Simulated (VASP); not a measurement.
# Na in VASP: a series of runs, part 2 of 2

VASP 6.6.1.

## (4) Electric field gradients, PBE (equal xy, yz and zx shear strains of -3 %)

The input, INCAR:

```
ALGO = Normal
EDIFF = 1E-8
ENCUT = 520
GGA = PE
ISIF = 2
ISMEAR = -1
LASPH = T
LCHARG = F
LEFG = T
LREAL = F
LWAVE = F
NBANDS = 10
NELM = 80
PREC = Accurate
SIGMA = 0.05
```

The input, KPOINTS:

```
k-points
0
Gamma
  12 12 12
```

The input, POSCAR:

```
Na
1.0
   -2.1810250000      2.1175000000      2.1175000000
    2.1175000000     -2.1810250000      2.1175000000
    2.1175000000      2.1175000000     -2.1810250000
Na
1
Direct
    0.0000000000      0.0000000000      0.0000000000
```

Potentials or basis: VASP PAW PBE potentials, release 64 (Na_pv).

Run with:

```console
$ cat potpaw_PBE.64/Na_pv/POTCAR > POTCAR
$ mpirun -np 1 vasp_std > vasp.out
```

OUTCAR:

```text
EDIFF = 1E-8
   ENCUT = 520
   GGA = PE
   ISIF = 2
   ISMEAR = -1
   LASPH = T
   LREAL = F
   NELM = 80
   PREC = Accurate

 ion  position               nearest neighbor table
   1  0.000  0.000  0.000-

  LATTYP: Found a trigonal (rhomboedric) cell.
 ALAT       =     3.7046568735
 COS(alpha) =    -0.3463033748

  Lattice vectors:

 A1 = (  -2.1810250000,   2.1175000000,   2.1175000000)
 A2 = (   2.1175000000,  -2.1810250000,   2.1175000000)
 A3 = (   2.1175000000,   2.1175000000,  -2.1810250000)

Analysis of symmetry for initial positions (statically):
=====================================================================
 Subroutine PRICEL returns:
 Original cell was already a primitive cell.

 Routine SETGRP: Setting up the symmetry group for a
 trigonal (rhombohedral) supercell.
[... 493 lines left out ...]
  external PRESSURE =      -1.8663484 kB  Pullay stress =       0.0000000 kB

 VOLUME and BASIS-vectors are now :
 -----------------------------------------------------------------------------
  energy-cutoff  :      520.00
  volume of cell :       37.95
      direct lattice vectors                 reciprocal lattice vectors
    -2.181025000  2.117500000  2.117500000     0.007194988  0.239832928  0.239832928
     2.117500000 -2.181025000  2.117500000     0.239832928  0.007194988  0.239832928
     2.117500000  2.117500000 -2.181025000     0.239832928  0.239832928  0.007194988

 POSITION                                       TOTAL-FORCE (eV/Angst)
 -----------------------------------------------------------------------------------
      0.00000      0.00000      0.00000         0.000000     -0.000000     -0.000000
 -----------------------------------------------------------------------------------
    total drift:                                0.000000      0.000000      0.000000

  FREE ENERGIE OF THE ION-ELECTRON SYSTEM (eV)
  ---------------------------------------------------
  free  energy   TOTEN  =        -1.3092209680 eV

  energy  without entropy=       -1.3043403984  energy(sigma->0) =       -1.30678068

 Electric field gradients (V/A^2)
---------------------------------------------------------------------
 ion       V_xx      V_yy      V_zz      V_xy      V_xz      V_yz
---------------------------------------------------------------------
   1      -0.000    -0.000    -0.000     0.340     0.340     0.340
---------------------------------------------------------------------

 Electric field gradients after diagonalization (V/A^2)
 (convention: |V_zz| > |V_xx| > |V_yy|)
----------------------------------------------------------------------
 ion       V_xx      V_yy      V_zz     asymmetry (V_yy - V_xx)/ V_zz
----------------------------------------------------------------------
   1      -0.340    -0.340     0.680       0.000
----------------------------------------------------------------------

           NMR quadrupolar parameters

 Cq : quadrupolar parameter    Cq=e*Q*V_zz/h
 eta: asymmetry parameters     (V_yy - V_xx)/ V_zz
 Q  : nuclear electric quadrupole moment in mb (millibarn)
----------------------------------------------------------------------
 ion       Cq(MHz)       eta       Q (mb)
----------------------------------------------------------------------
   1       0.002       0.000       1.000
----------------------------------------------------------------------
```

Run time: 2.1 min. Hardware: 1 thread of AMD EPYC 7R13, shared host; peak memory 0.16 GiB.

Results:

```yaml
Free_energy: -1.3092 eV
Pressure: -0.2 GPa
```

Stress tensor (GPa, compression positive):
```
-0.19  0.15  0.15
 0.15 -0.19  0.15
 0.15  0.15 -0.19
```

Electric field gradients, principal values (V/Å²):
| atom | least | middle | greatest (by size) |
| --- | --- | --- | --- |
| 1 Na | -0.340 | -0.340 | 0.680 |

Caveat: the cell differs from its parent crystal (equal xy, yz and zx shear strains of -3 %); without QUAD_EFG the Cq values of the log hold for a quadrupole moment of 1 mb, not for the nuclei.

## (5) Electric field gradients, PBE (equal xy, yz and zx shear strains of -2 %)

The input, INCAR:

```
PREC     = Accurate       # precision mode
ENCUT    = 520            # plane-wave cutoff, eV
EDIFF    = 1E-8           # SCF threshold, eV
ISMEAR   = -1             # smearing method
SIGMA    = 0.05           # smearing width, eV
LREAL    = F              # projectors in reciprocal space
LASPH    = T              # aspherical terms in the spheres
NELM     = 80             # most SCF steps
ALGO     = Normal         # electronic algorithm
ISIF     = 2              # what is computed and relaxed
LWAVE    = F              # write WAVECAR
LCHARG   = F              # write CHGCAR
GGA      = PE             # functional
LEFG     = T            
NBANDS   = 10             # bands
```

The input, KPOINTS:

```
Automatic mesh
0
Gamma
  12 12 12
```

The input, POSCAR:

```
Na
1.0
   -2.1598500000      2.1175000000      2.1175000000
    2.1175000000     -2.1598500000      2.1175000000
    2.1175000000      2.1175000000     -2.1598500000
Na
1
Direct
    0.0000000000      0.0000000000      0.0000000000
```

Potentials or basis: VASP PAW PBE potentials, release 64 (Na_pv).

Run with:

```console
$ cat potpaw_PBE.64/Na_pv/POTCAR > POTCAR
$ mpirun -np 1 vasp_std > vasp.out
```

OUTCAR:

```text
PREC = Accurate
   ENCUT = 520
   EDIFF = 1E-8
   ISMEAR = -1
   LREAL = F
   LASPH = T
   NELM = 80
   ISIF = 2
   GGA = PE

 ion  position               nearest neighbor table
   1  0.000  0.000  0.000-

  LATTYP: Found a trigonal (rhomboedric) cell.
 ALAT       =     3.6922302911
 COS(alpha) =    -0.3420602552

  Lattice vectors:

[... 518 lines left out ...]
 -----------------------------------------------------------------------------------
    total drift:                                0.000000     -0.000000      0.000000

  FREE ENERGIE OF THE ION-ELECTRON SYSTEM (eV)
  ---------------------------------------------------
  free  energy   TOTEN  =        -1.3100765329 eV

  energy  without entropy=       -1.3049766675  energy(sigma->0) =       -1.30752660

 Electric field gradients (V/A^2)
---------------------------------------------------------------------
 ion       V_xx      V_yy      V_zz      V_xy      V_xz      V_yz
---------------------------------------------------------------------
   1       0.000    -0.000     0.000     0.233     0.233     0.233
---------------------------------------------------------------------

 Electric field gradients after diagonalization (V/A^2)
 (convention: |V_zz| > |V_xx| > |V_yy|)
----------------------------------------------------------------------
 ion       V_xx      V_yy      V_zz     asymmetry (V_yy - V_xx)/ V_zz
----------------------------------------------------------------------
   1      -0.233    -0.233     0.466       0.000
----------------------------------------------------------------------

           NMR quadrupolar parameters

 Cq : quadrupolar parameter    Cq=e*Q*V_zz/h
 eta: asymmetry parameters     (V_yy - V_xx)/ V_zz
 Q  : nuclear electric quadrupole moment in mb (millibarn)
----------------------------------------------------------------------
 ion       Cq(MHz)       eta       Q (mb)
----------------------------------------------------------------------
   1       0.001       0.000       1.000
----------------------------------------------------------------------
```

stdout:

```text
POSCAR found type information on POSCAR Na
 POSCAR found :  1 types and       1 ions
 scaLAPACK will be used
 LDA part: xc-table for (Slater+PW92), standard interpolation
 POSCAR, INCAR and KPOINTS ok, starting setup
 FFT: planning ... GRIDC
 FFT: planning ... GRID_SOFT
 FFT: planning ... GRID
 WAVECAR not read
 entering main loop
ion   1
```

Wall time 2 min (1 thread of AMD EPYC 7R13, shared host); peak memory 0.16 GiB.

Results:

```
Free energy : -1.3101 eV
Pressure    : -0.2 GPa
```

Stress tensor (GPa, compression positive):
```
-0.19  0.09  0.09
 0.09 -0.19  0.09
 0.09  0.09 -0.19
```

Electric field gradients, principal values (V/Å²):
| atom | least | middle | greatest (by size) |
| --- | --- | --- | --- |
| 1 Na | -0.233 | -0.233 | 0.466 |

Caveat: the cell differs from its parent crystal (equal xy, yz and zx shear strains of -2 %); without QUAD_EFG the Cq values of the log hold for a quadrupole moment of 1 mb, not for the nuclei.

## (6) Electric field gradients, PBE (equal xy, yz and zx shear strains of -2 %)

The input, INCAR:

```
SYSTEM = Na
ALGO = Normal ; EDIFF = 1E-8
ENCUT = 520 ; GGA = PE
ISIF = 2 ; ISMEAR = -1
LASPH = .True. ; LCHARG = .False.
LEFG = .True. ; LREAL = .False.
LWAVE = .False. ; NBANDS = 10
NELM = 100 ; PREC = Accurate
SIGMA = 0.05
```

The input, KPOINTS:

```
k-points
0
Gamma
  12 12 12
  0 0 0
```

POSCAR is that of step 5.

Potentials or basis: VASP PAW PBE potentials, release 64 (Na_pv).

Run with:

```console
$ cat potpaw_PBE.64/Na_pv/POTCAR > POTCAR
$ mpirun -np 1 vasp_std > vasp.out
```

OUTCAR:

```text
SYSTEM = Na
   EDIFF = 1E-8
   ENCUT = 520
   GGA = PE
   ISIF = 2
   ISMEAR = -1
   LASPH = .True.
   LREAL = .False.
   NELM = 100
   PREC = Accurate

 ion  position               nearest neighbor table
   1  0.000  0.000  0.000-

  LATTYP: Found a trigonal (rhomboedric) cell.
 ALAT       =     3.6922302911
 COS(alpha) =    -0.3420602552

  Lattice vectors:

 A1 = (  -2.1598500000,   2.1175000000,   2.1175000000)
 A2 = (   2.1175000000,  -2.1598500000,   2.1175000000)
 A3 = (   2.1175000000,   2.1175000000,  -2.1598500000)

Analysis of symmetry for initial positions (statically):
=====================================================================
 Subroutine PRICEL returns:
 Original cell was already a primitive cell.

 Routine SETGRP: Setting up the symmetry group for a
[... 494 lines left out ...]
  external PRESSURE =      -1.9155764 kB  Pullay stress =       0.0000000 kB

 VOLUME and BASIS-vectors are now :
 -----------------------------------------------------------------------------
  energy-cutoff  :      520.00
  volume of cell :       37.97
      direct lattice vectors                 reciprocal lattice vectors
    -2.159850000  2.117500000  2.117500000     0.004771217  0.238560829  0.238560829
     2.117500000 -2.159850000  2.117500000     0.238560829  0.004771217  0.238560829
     2.117500000  2.117500000 -2.159850000     0.238560829  0.238560829  0.004771217

 POSITION                                       TOTAL-FORCE (eV/Angst)
 -----------------------------------------------------------------------------------
      0.00000      0.00000      0.00000         0.000000     -0.000000     -0.000000
 -----------------------------------------------------------------------------------
    total drift:                                0.000000     -0.000000      0.000000

  FREE ENERGIE OF THE ION-ELECTRON SYSTEM (eV)
  ---------------------------------------------------
  free  energy   TOTEN  =        -1.3100765329 eV

  energy  without entropy=       -1.3049766675  energy(sigma->0) =       -1.30752660

 Electric field gradients (V/A^2)
---------------------------------------------------------------------
 ion       V_xx      V_yy      V_zz      V_xy      V_xz      V_yz
---------------------------------------------------------------------
   1       0.000    -0.000     0.000     0.233     0.233     0.233
---------------------------------------------------------------------

 Electric field gradients after diagonalization (V/A^2)
 (convention: |V_zz| > |V_xx| > |V_yy|)
----------------------------------------------------------------------
 ion       V_xx      V_yy      V_zz     asymmetry (V_yy - V_xx)/ V_zz
----------------------------------------------------------------------
   1      -0.233    -0.233     0.466       0.000
----------------------------------------------------------------------

           NMR quadrupolar parameters

 Cq : quadrupolar parameter    Cq=e*Q*V_zz/h
 eta: asymmetry parameters     (V_yy - V_xx)/ V_zz
 Q  : nuclear electric quadrupole moment in mb (millibarn)
----------------------------------------------------------------------
 ion       Cq(MHz)       eta       Q (mb)
----------------------------------------------------------------------
   1       0.001       0.000       1.000
----------------------------------------------------------------------
```

Run time: 1.9 min. Hardware: 1 thread of AMD EPYC 7R13, shared host; peak memory 0.16 GiB.

Results:

* Free energy: -1.3101 eV
* Pressure: -0.2 GPa

Electric field gradients, principal values (V/Å²):
```csv
atom,least,middle,greatest (by size)
1 Na,-0.233,-0.233,0.466
```

Caveat: the cell differs from its parent crystal (equal xy, yz and zx shear strains of -2 %); without QUAD_EFG the Cq values of the log hold for a quadrupole moment of 1 mb, not for the nuclei.

## (7) The runs side by side

| cell | gap on the mesh (eV) | pressure (GPa) |
| --- | --- | --- |
| a = 3.741 Å, angles 108.7, 108.7, 111.1°, 1 atom | none | -0.6 |
| a = 3.705 Å, angles 110.3°, 1 atom | none | -0.2 |
| a = 3.692 Å, angles 110.0°, 1 atom | none | -0.2 |

Alike in all rows: task electric field gradients; level PBE; potentials or basis VASP PAW PBE potentials, release 64 (Na_pv); no spin polarisation; k mesh 12 × 12 × 12; cutoff (eV) 520; smearing fermi-dirac 0.05 eV.

Total energies depend on the potentials used, so only differences within one code and one set of settings carry meaning.
